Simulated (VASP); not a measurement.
# SnO (P6_3/mmc) in VASP: notebook

The runs below take SnO through single point, with PBE.

Everything below comes from runs of VASP 6.6.1. Logs are shortened: lines on timing, memory, paths and dates and some standing lists are left out, and cuts for length are marked.

## 1. The cell of the first run

Symmetry: P6_3/mmc, No. 194, hexagonal system. The conventional cell has a = 4.089 Å, b = 4.089 Å, c = 5.124 Å, α = 90.00°, β = 90.00°, γ = 120.00°. Sn (site symmetry -6m2) has 5 O at 2.36 to 2.56 Å within 3.1 Å. O (site symmetry -6m2) has 5 Sn at 2.36 to 2.56 Å within 3.1 Å.

## 2. Single point, PBE (volume changed by -6%)

Input file INCAR:

```
PREC = Accurate
ENCUT = 520
EDIFF = 1E-6
ISMEAR = 0
SIGMA = 0.01
LREAL = F
LASPH = T
NELM = 100
ALGO = Normal
ISIF = 2
LWAVE = F
LCHARG = T
GGA = PE
LELF = T
LVHAR = T
NBANDS = 28
```

Input file KPOINTS:

```
Automatic mesh
0
Gamma
  6 6 4
```

Input file POSCAR:

```
SnO
1.0
    4.0893481713      0.0000000000      0.0000000000
   -2.0446740856      3.5414794013      0.0000000000
    0.0000000000      0.0000000000      5.1241134416
Sn O
2 2
Direct
    0.3333333333      0.6666666667      0.2500000000
    0.6666666667      0.3333333333      0.7500000000
    0.6666666667      0.3333333333      0.2500000000
    0.3333333333      0.6666666667      0.7500000000
```

Potentials or basis: VASP PAW PBE potentials, release 64 (Sn_d, O).

Command:

```sh
$ cat potpaw_PBE.64/Sn_d/POTCAR potpaw_PBE.64/O/POTCAR > POTCAR
$ mpirun -np 1 vasp_std > vasp.out
```

OUTCAR:

```text
PREC = Accurate
   ENCUT = 520
   EDIFF = 1E-6
   ISMEAR = 0
   LREAL = F
   LASPH = T
   NELM = 100
   ISIF = 2
   GGA = PE

 ion  position               nearest neighbor table
   1  0.333  0.667  0.250-   3 2.36   3 2.36   3 2.36   4 2.56   4 2.56   2 3.48   2 3.48   2 3.48
                             2 3.48   2 3.48   2 3.48
   2  0.667  0.333  0.750-   4 2.36   4 2.36   4 2.36   3 2.56   3 2.56   1 3.48   1 3.48   1 3.48
                             1 3.48   1 3.48   1 3.48
   3  0.667  0.333  0.250-   1 2.36   1 2.36   1 2.36   2 2.56   2 2.56
   4  0.333  0.667  0.750-   2 2.36   2 2.36   2 2.36   1 2.56   1 2.56

  LATTYP: Found a hexagonal cell.
 ALAT       =     4.0893481713
 C/A-ratio  =     1.2530391708

  Lattice vectors:

 A1 = (   4.0893481713,   0.0000000000,   0.0000000000)
 A2 = (  -2.0446740856,   3.5414794013,   0.0000000000)
 A3 = (   0.0000000000,   0.0000000000,   5.1241134416)

Analysis of symmetry for initial positions (statically):
=====================================================================
 Subroutine PRICEL returns:
 Original cell was already a primitive cell.

 Routine SETGRP: Setting up the symmetry group for a
 hexagonal supercell.

 Subroutine GETGRP returns: Found 24 space group operations
 (whereof 12 operations were pure point group operations)
 out of a pool of 24 trial point group operations.

The static configuration has the point symmetry D_3d.
 The point group associated with its full space group is D_6h.

Analysis of symmetry for dynamics (positions and initial velocities):
=====================================================================
 Subroutine PRICEL returns:
 Original cell was already a primitive cell.

 Routine SETGRP: Setting up the symmetry group for a
 hexagonal supercell.

 Subroutine GETGRP returns: Found 24 space group operations
 (whereof 12 operations were pure point group operations)
 out of a pool of 24 trial point group operations.

The dynamic configuration has the point symmetry D_3d.
 The point group associated with its full space group is D_6h.

 Subroutine INISYM returns: Found 24 space group operations
 (whereof 12 operations are pure point group operations),
 and found     1 'primitive' translations

----------------------------------------------------------------------------------------

                                     Primitive cell

  volume of cell :      74.2092

  direct lattice vectors                    reciprocal lattice vectors
     4.089348171  0.000000000  0.000000000     0.244537750  0.141183936  0.000000000
    -2.044674086  3.541479401  0.000000000     0.000000000  0.282367871  0.000000000
     0.000000000  0.000000000  5.124113442     0.000000000  0.000000000  0.195155711

  length of vectors
     4.089348171  4.089348171  5.124113442     0.282367871  0.282367871  0.195155711

  position of ions in fractional coordinates (direct lattice)
     0.333333333  0.666666667  0.250000000
     0.666666667  0.333333333  0.750000000
     0.666666667  0.333333333  0.250000000
     0.333333333  0.666666667  0.750000000

  ion indices of the primitive-cell ions
   primitive index   ion index
                 1           1
                 2           2
                 3           3
                 4           4

----------------------------------------------------------------------------------------

 KPOINTS: Automatic mesh

Automatic generation of k-mesh.
 Grid dimensions read from file:
 generate k-points for:    6    6    4

 Generating k-lattice:

  Cartesian coordinates                     Fractional coordinates (reciprocal lattice)
     0.040756292  0.023530656  0.000000000     0.166666667 -0.000000000  0.000000000
     0.000000000  0.047061312  0.000000000     0.000000000  0.166666667  0.000000000
     0.000000000  0.000000000  0.048788928     0.000000000  0.000000000  0.250000000

  Length of vectors
     0.047061312  0.047061312  0.048788928

  Shift w.r.t. Gamma in fractional coordinates (k-lattice)
     0.000000000  0.000000000  0.000000000

 Subroutine IBZKPT returns following result:
 ===========================================

 Found     21 irreducible k-points:

 Following reciprocal coordinates:
            Coordinates               Weight
  0.000000  0.000000  0.000000      1.000000
  0.166667  0.000000  0.000000      6.000000
  0.333333  0.000000  0.000000      6.000000
  0.500000  0.000000  0.000000      3.000000
  0.166667  0.166667  0.000000      6.000000
  0.333333  0.166667  0.000000     12.000000
[... 13 lines left out ...]
  0.333333  0.166667  0.500000     12.000000
  0.333333  0.333333  0.500000      2.000000
   k-points           NKPTS =     21   k-points in BZ     NKDIM =     21   number of bands    NBANDS=     28
   number of dos      NEDOS =    301   number of ions     NIONS =      4
   total plane-waves  NPLWV =  36000
   dimension x,y,z NGX =    30 NGY =   30 NGZ =   40
   dimension x,y,z NGXF=    60 NGYF=   60 NGZF=   80
   ions per type =               2   2
   NGX,Y,Z   is equivalent  to a cutoff of  12.20, 12.20, 12.98 a.u.
   NGXF,Y,Z  is equivalent  to a cutoff of  24.39, 24.39, 25.96 a.u.
 SYSTEM =  unknown system
   PREC   = accura    normal or accurate (medium, high low for compatibility)
   ISTART =      0    job   : 0-new  1-cont  2-samecut
   ICHARG =      2    charge: 1-file 2-atom 10-const
   ISPIN  =      1    spin polarized calculation?
   LNONCOLLINEAR =      F non collinear calculations
   LSORBIT =      F    spin-orbit coupling
   LASPH  =      T    aspherical Exc in radial PAW
   ENCUT  =  520.0 eV  38.22 Ry    6.18 a.u.   7.60  7.60  9.53*2*pi/ulx,y,z
   NELM   =    100;   NELMIN=  2; NELMDL= -5     # of ELM steps
   EDIFF  = 0.1E-05   stopping-criterion for ELM
   LREAL  =      F    real-space projection
   EDIFFG = 0.1E-04   stopping-criterion for IOM
   NSW    =      0    number of steps for IOM
   IBRION =     -1    ionic relax: 0-MD 1-quasi-New 2-CG
   NFREE  =      0    steps in history (QN), initial steepest desc. (CG)
   ISIF   =      2    stress and relaxation
   ISYM   =      2    0-nonsym 1-usesym 2-fastsym
   POTIM  = 0.5000    time-step for ionic-motion
   TEBEG  =    0.0;   TEEND  =   0.0 temperature during run
   PSTRESS=    0.0 pullay stress
   NELECT =      40.0000    total number of electrons
   NUPDOWN=      -1.0000    fix difference up-down
   EMIN   =  10.00;   EMAX   =-10.00  energy-range for DOS
   EFERMI =   0.00;   METHOD = LEGACY
   ISMEAR =     0;   SIGMA  =   0.01  broadening in eV -4-tet -1-fermi 0-gaus
   EFERMI_NEDOS =   21; number of points for ismear=-14 and -15
   IALGO  =     38    algorithm
   IMIX   =      4    mixing-type and parameters
     AMIX     =   0.40;   BMIX     =  1.00
     AMIX_MAG =   1.60;   BMIX_MAG =  1.00
  volume/ion in A,a.u.               =      18.55       125.20
  Fermi-wavevector in a.u.,A,eV,Ry     =   1.332321  2.517722 24.151431  1.775080
  Thomas-Fermi vector in A             =   2.461265
   LORBIT       =      0    0 simple, 1 ext, 2 COOP (PROOUT), +10 PAW based schemes
   GGA     = PE    functional components
   LHFCALC =     F    Hartree Fock is set to
   AEXX    =    0.0000 exact exchange contribution
   IVDW    =     0    specifies the selected vdW correction
   LEPSILON=     F    determine dielectric tensor
   LRPA    =     F    only Hartree local field effects (RPA)
 non-spin polarized calculation
 Gauss-broadening in eV      SIGMA  =   0.01
  energy-cutoff  :      520.00
  volume of cell :       74.21
 maximum number of plane-waves:      2024
   NGX = 15   NGY = 15   NGZ = 19

 number of electron      40.0000021 magnetization

 Free energy of the ion-electron system (eV)
  ---------------------------------------------------
  ext. energy  EPLUGINS =         0.00000000
  ---------------------------------------------------
  free energy    TOTEN  =       -20.85910996 eV

  energy without entropy =      -20.85910996  energy(sigma->0) =      -20.85910996

 E-fermi :   7.2115     XC(G=0):  -9.9817

 val. band max:        7.1004137352   @ k =   0.3333   0.3333   0.5000
 cond. band min:       7.4415902022   @ k =   0.3333   0.3333   0.5000
 fundamental gap:      0.3411764670
 Fermi energy:         7.2115198423

 k-point     1 :       0.0000    0.0000    0.0000
  band No.  band energies     occupation
      1     -15.1300      2.00000
      2     -14.9141      2.00000
      3     -14.9141      2.00000
      4     -14.8631      2.00000
      5     -14.8631      2.00000
      6     -14.8596      2.00000
[... 20 lines left out ...]
     27      14.3503      0.00000
     28      16.5744      0.00000

 k-point     2 :       0.1667    0.0000    0.0000
  band No.  band energies     occupation
      1     -15.1240      2.00000
      2     -14.9191      2.00000
      3     -14.9135      2.00000
      4     -14.8938      2.00000
      5     -14.8588      2.00000
      6     -14.8524      2.00000
[... 20 lines left out ...]
     27      15.4161      0.00000
     28      15.7179      0.00000

 k-point     3 :       0.3333    0.0000    0.0000
  band No.  band energies     occupation
      1     -15.1092      2.00000
      2     -14.9530      2.00000
      3     -14.9282      2.00000
      4     -14.9119      2.00000
      5     -14.8466      2.00000
      6     -14.8396      2.00000
[... 20 lines left out ...]
     27      14.9486      0.00000
     28      15.1193      0.00000

 k-point     4 :       0.5000    0.0000    0.0000
  band No.  band energies     occupation
      1     -15.0981      2.00000
      2     -14.9860      2.00000
      3     -14.9323      2.00000
      4     -14.9108      2.00000
      5     -14.8459      2.00000
      6     -14.8400      2.00000
[... 485 lines left out ...]
     27      16.0513      0.00000
     28      16.0513      0.00000

 k-point    20 :       0.3333    0.1667    0.5000
  band No.  band energies     occupation
      1     -14.9661      2.00000
      2     -14.9661      2.00000
      3     -14.8997      2.00000
      4     -14.8997      2.00000
      5     -14.8803      2.00000
      6     -14.8803      2.00000
[... 20 lines left out ...]
     27      16.5285      0.00000
     28      16.5285      0.00000

 k-point    21 :       0.3333    0.3333    0.5000
  band No.  band energies     occupation
      1     -14.9558      2.00000
      2     -14.9558      2.00000
      3     -14.9092      2.00000
      4     -14.9092      2.00000
      5     -14.8785      2.00000
      6     -14.8785      2.00000
[... 20 lines left out ...]
     27      17.0045      0.00000
     28      17.0045      0.00000

------------------------ aborting loop because EDIFF is reached ----------------------------------------

  FORCE on cell =-STRESS in cart. coord.  units (eV):
  Direction    XX          YY          ZZ          XY          YZ          ZX
  --------------------------------------------------------------------------------------
  -------------------------------------------------------------------------------------
  Total        2.3869990      2.3869990      2.2329148      0.0000000      0.0000000      0.0000000
  in kB       51.5353554     51.5353554     48.2086741      0.0000000      0.0000000      0.0000000
  external PRESSURE =      50.4264616 kB  Pullay stress =       0.0000000 kB

 VOLUME and BASIS-vectors are now :
 -----------------------------------------------------------------------------
  energy-cutoff  :      520.00
  volume of cell :       74.21
      direct lattice vectors                 reciprocal lattice vectors
     4.089348171  0.000000000  0.000000000     0.244537750  0.141183936  0.000000000
    -2.044674086  3.541479401  0.000000000     0.000000000  0.282367871  0.000000000
     0.000000000  0.000000000  5.124113442     0.000000000  0.000000000  0.195155711

 POSITION                                       TOTAL-FORCE (eV/Angst)
 -----------------------------------------------------------------------------------
     -0.00000      2.36099      1.28103         0.000000     -0.000000      0.000000
      2.04467      1.18049      3.84309        -0.000000      0.000000      0.000000
      2.04467      1.18049      1.28103        -0.000000     -0.000000      0.000000
     -0.00000      2.36099      3.84309         0.000000      0.000000      0.000000
 -----------------------------------------------------------------------------------
    total drift:                               -0.000000      0.000000     -0.000000

  FREE ENERGIE OF THE ION-ELECTRON SYSTEM (eV)
  ---------------------------------------------------
  free  energy   TOTEN  =       -20.8591099581 eV

  energy  without entropy=      -20.8591099581  energy(sigma->0) =      -20.85910996
```

It took 24 s on 1 thread of AMD EPYC 9R45 (Zen 5), shared host; peak memory 0.17 GiB.

Results:

| Property | Result |
| --- | --- |
| Free energy | -20.8591 eV |
| Pressure | 5.0 GPa |
| Band gap on the k mesh | 0.34 eV, direct |

Stress tensor (GPa, compression positive):
```
5.15 0.00 0.00
0.00 5.15 0.00
0.00 0.00 4.82
```

Levels at points of the mesh, in eV from the valence-band top:
| k point | band 16 | band 17 | band 18 | band 19 | band 20 | band 21 | band 22 | band 23 | band 24 | band 25 |
| --- | --- | --- | --- | --- | --- | --- | --- | --- | --- | --- |
| (0.00, 0.00, 0.00) | -4.97 | -4.57 | -4.08 | -4.08 | -3.84 | 3.05 | 3.11 | 3.11 | 3.98 | 3.98 |
| (0.50, 0.00, 0.00) | -5.73 | -4.74 | -4.44 | -1.96 | -1.87 | 0.86 | 3.31 | 3.31 | 3.80 | 4.33 |
| (0.00, 0.00, 0.50) | -4.49 | -4.49 | -4.49 | -2.22 | -2.22 | 2.58 | 2.58 | 3.17 | 3.17 | 3.17 |
| (0.50, 0.00, 0.50) | -5.12 | -4.13 | -4.13 | -1.15 | -1.15 | 0.73 | 0.73 | 3.19 | 3.19 | 4.51 |

Caveat: spin-orbit coupling is left out, which moves the levels of the heavy elements. A k mesh can miss the band edges.

## 3. Single point, PBE (volume changed by -3%)

Input file INCAR:

```
  PREC = Accurate
  ENCUT = 520
  EDIFF = 1E-6
  ISMEAR = 0
  SIGMA = 0.01
  LREAL = F
  LASPH = T
  NELM = 60
  ALGO = Normal
  ISIF = 2
  LWAVE = F
  LCHARG = T
  GGA = PE
  LELF = T
  LVHAR = T
  NBANDS = 28
```

KPOINTS is that of step 2.

Input file POSCAR:

```
SnO
1.0
    4.1323971051      0.0000000000      0.0000000000
   -2.0661985525      3.5787608716      0.0000000000
    0.0000000000      0.0000000000      5.1780554418
Sn O
2 2
Direct
    0.3333333333      0.6666666667      0.2500000000
    0.6666666667      0.3333333333      0.7500000000
    0.6666666667      0.3333333333      0.2500000000
    0.3333333333      0.6666666667      0.7500000000
```

Potentials or basis: VASP PAW PBE potentials, release 64 (Sn_d, O).

Command:

```sh
$ cat potpaw_PBE.64/Sn_d/POTCAR potpaw_PBE.64/O/POTCAR > POTCAR
$ mpirun -np 1 vasp_std > vasp.out
```

Wall time 27 s (1 thread of AMD EPYC 9R45 (Zen 5), shared host); peak memory 0.17 GiB.

It converged, with:

```yaml
Free_energy: -20.9150 eV
Pressure: 2.3 GPa
Band_gap_on_the_k_mesh: 0.41 eV, direct
```

Stress tensor (GPa, compression positive):
```
2.32 0.00 0.00
0.00 2.32 0.00
0.00 0.00 2.21
```

Levels at points of the mesh, in eV from the valence-band top:
| k point | band 18 | band 19 | band 20 | band 21 | band 22 | band 23 |
| --- | --- | --- | --- | --- | --- | --- |
| (0.00, 0.00, 0.00) | -3.84 | -3.84 | -3.59 | 3.09 | 3.15 | 3.15 |
| (0.50, 0.00, 0.00) | -4.18 | -1.86 | -1.81 | 0.97 | 3.30 | 3.39 |
| (0.00, 0.00, 0.50) | -4.24 | -2.12 | -2.12 | 2.58 | 2.58 | 3.21 |
| (0.50, 0.00, 0.50) | -3.88 | -1.08 | -1.08 | 0.78 | 0.78 | 3.23 |

Caveat: spin-orbit coupling is left out, which moves the levels of the heavy elements.
